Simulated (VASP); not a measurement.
A run of VASP 6.6.1:

INCAR

```
PREC     = Accurate       # precision mode
ENCUT    = 520            # plane-wave cutoff, eV
EDIFF    = 1E-7           # SCF threshold, eV
ISMEAR   = -1             # smearing method
SIGMA    = 0.05           # smearing width, eV
LREAL    = False          # projectors in reciprocal space
LASPH    = True           # aspherical terms in the spheres
NELM     = 60             # most SCF steps
ALGO     = Normal         # electronic algorithm
ISIF     = 2              # what is computed and relaxed
LWAVE    = False          # write WAVECAR
LCHARG   = False          # write CHGCAR
GGA      = PE             # functional
NBANDS   = 21             # bands
```

KPOINTS

```
regular mesh
0
Gamma
  9 9 9
```

File POSCAR:

```
Ge
1.0
    0.0000000000      2.8744485395      2.8744485395
    2.8744485395      0.0000000000      2.8744485395
    2.8744485395      2.8744485395      0.0000000000
Ge
2
Direct
   -0.1250000000     -0.1250000000     -0.1250000000
    0.1250000000      0.1250000000      0.1250000000
```

Potentials or basis: VASP PAW PBE potentials, release 64 (Ge_d).

Launch:

```sh
$ cat potpaw_PBE.64/Ge_d/POTCAR > POTCAR
$ mpirun -np 1 vasp_std > vasp.out
```

Hardware: 1 thread of AMD EPYC 9R45 96-Core Processor (Zen 5), on a shared host.

Task: Estimate the wall time of this run.

Result: Wall time 19 s on 1 thread of AMD EPYC 9R45 96-Core Processor (Zen 5), on a shared host, peak memory 0.14 GiB. Counts: scf iterations 12, k points 35.
